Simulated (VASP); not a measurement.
Wanted: the native input for a VASP 6.6.1 run.

```yaml
Task: single point
Functional: PBE
Potentials_or_basis: VASP PAW PBE potentials, release 64 (Rh_pv)
Cutoff: 520 eV
k_mesh: 22 × 22 × 22
Occupations: gaussian, width 0.15 eV
Spin: no spin polarisation
Dipole_correction: no
Further_INCAR_settings: ALGO = Fast; EDIFF = 1e-06; NBANDS = 14
```

The structure of Rh lies in POSCAR:

```
Rh
1.0
    0.0000000000      1.8507502795      2.1598255762
    1.8507502795      0.0000000000      2.1598255762
    1.8507502795      1.8507502795      0.0000000000
Rh
1
Direct
    0.0000000000      0.0000000000      0.0000000000
```

This cell differs from its parent crystal: volume 14.796 Å^3 an atom, c/a of the conventional cell 1.1670.

One way to write it, as run:

INCAR

```
ALGO     = Fast           # electronic algorithm
EDIFF    = 1E-6           # SCF threshold, eV
ENCUT    = 520            # plane-wave cutoff, eV
GGA      = PE             # functional
ISIF     = 2              # what is computed and relaxed
ISMEAR   = 0              # smearing method
LASPH    = T              # aspherical terms in the spheres
LCHARG   = F              # write CHGCAR
LREAL    = F              # projectors in reciprocal space
LWAVE    = F              # write WAVECAR
NBANDS   = 14             # bands
NELM     = 100            # most SCF steps
PREC     = Accurate       # precision mode
SIGMA    = 0.15           # smearing width, eV
```

KPOINTS

```
k-points
0
Gamma
  22 22 22
```

Potentials or basis: VASP PAW PBE potentials, release 64 (Rh_pv).

The run is started by

```sh
$ cat potpaw_PBE.64/Rh_pv/POTCAR > POTCAR
$ mpirun -np 1 vasp_std > vasp.out
```

It gave:

```yaml
Pressure: -8.0 GPa
```

It took 96 s on 1 thread of AMD EPYC 9R45 96-Core Processor (Zen 5) (shared host), peak memory 0.23 GiB.
